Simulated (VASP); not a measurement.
Set up this calculation in VASP 6.6.1, as the native input.

* Task: single point
* Functional: PBE
* Potentials or basis: VASP PAW PBE potentials, release 64 (Li_sv, Nb_sv, O)
* Cutoff: 520 eV
* k mesh: 6 × 6 × 6
* Occupations: gaussian, width 0.02 eV
* Spin: no spin polarisation
* Dipole correction: no
* Further INCAR settings: ALGO = Normal; EDIFF = 1e-07; NBANDS = 45

The structure of LiNbO3 lies in POSCAR:

```
LiNbO3
1.0
    2.5079688830      1.4479765098      4.3858846187
   -2.5079688830      1.4479765098      4.3858846187
    0.0000000000     -2.8959530194      4.3858846188
Li Nb O
2 2 6
Direct
    0.2500000000      0.2500000000      0.2500000000
    0.7500000000      0.7500000000      0.7500000000
    0.0000000000      0.0000000000      0.0000000000
    0.5000000000      0.5000000000      0.5000000000
    0.1112045573      0.3887954427      0.7500000000
    0.7500000000      0.1112045573      0.3887954427
    0.3887954427      0.7500000000      0.1112045573
    0.2500000000      0.8887954427      0.6112045573
    0.8887954427      0.6112045573      0.2500000000
    0.6112045573      0.2500000000      0.8887954427
```

The input as run:

INCAR

```
SYSTEM = LiNbO3
PREC = Accurate
ENCUT = 520
EDIFF = 1E-7
ISMEAR = 0
SIGMA = 0.02
LREAL = .FALSE.
LASPH = .TRUE.
NELM = 60
ALGO = Normal
ISIF = 2
LWAVE = .FALSE.
LCHARG = .TRUE.
GGA = PE
LELF = .TRUE.
LVHAR = .TRUE.
NBANDS = 45
```

KPOINTS

```
Automatic mesh
0
G
  6 6 6
  0 0 0
```

Potentials or basis: VASP PAW PBE potentials, release 64 (Li_sv, Nb_sv, O).

Launch:

```bash
$ cat potpaw_PBE.64/Li_sv/POTCAR potpaw_PBE.64/Nb_sv/POTCAR potpaw_PBE.64/O/POTCAR > POTCAR
$ mpirun -np 1 vasp_std > vasp.out
```

It gave:

The largest force is 0.058 eV/Å and the band gap on the k mesh is 2.76 eV (least direct gap 2.85 eV).

Run time: 2.7 min on 1 thread of Intel(R) Xeon(R) Platinum 8488C (Sapphire Rapids) (shared host), peak memory 0.3 GiB.
